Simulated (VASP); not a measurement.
Set up this calculation in VASP 6.6.1, as the native input.

| Item | Value |
| --- | --- |
| Task | single point |
| Functional | PBEsol |
| Potentials or basis | VASP PAW PBE potentials, release 64 (Si, Ni) |
| Cutoff | 520 eV |
| k mesh | 14 × 14 × 14 |
| Occupations | gaussian, width 0.1 eV |
| Spin | no spin polarisation |
| Dipole correction | no |
| Further INCAR settings | ALGO = Normal; EDIFF = 1e-07; NBANDS = 16 |

The structure of Si2Ni lies in POSCAR:

```
Si2Ni
1.0
    0.0000000000      2.4470712070      2.4470712070
    2.4470712070      0.0000000000      2.4470712070
    2.4470712070      2.4470712070      0.0000000000
Si Ni
2 1
Direct
    0.2500000000      0.2500000000      0.2500000000
    0.7500000000      0.7500000000      0.7500000000
    0.0000000000      0.0000000000      0.0000000000
```

One way to write it, as run:

INCAR

```
SYSTEM = Si2Ni
ALGO = Normal ; EDIFF = 1E-7
ENCUT = 520 ; GGA = PS
ISIF = 2 ; ISMEAR = 0
LASPH = .True. ; LCHARG = .False.
LREAL = .False. ; LWAVE = .False.
NBANDS = 16 ; NELM = 80
PREC = Accurate ; SIGMA = 0.1
```

KPOINTS

```
k-points
0
Gamma
  14 14 14
  0 0 0
```

Potentials or basis: VASP PAW PBE potentials, release 64 (Si, Ni).

The run is started by

```bash
$ cat potpaw_PBE.64/Si/POTCAR potpaw_PBE.64/Ni/POTCAR > POTCAR
$ mpirun -np 1 vasp_std > vasp.out
```

Results of the run:

```yaml
Pressure: 90.0 GPa
Band_gap_on_the_k_mesh: zero (bands 9 and 10 overlap by 1.48 eV)
```

Caveat: the cell stands under pressure; the PAW data sets were made with another functional, which shifts forces and pressure a little.

Run time: 24 s on 1 thread of Intel(R) Xeon(R) 6975P-C (Granite Rapids), on a shared host, peak memory 0.18 GiB.
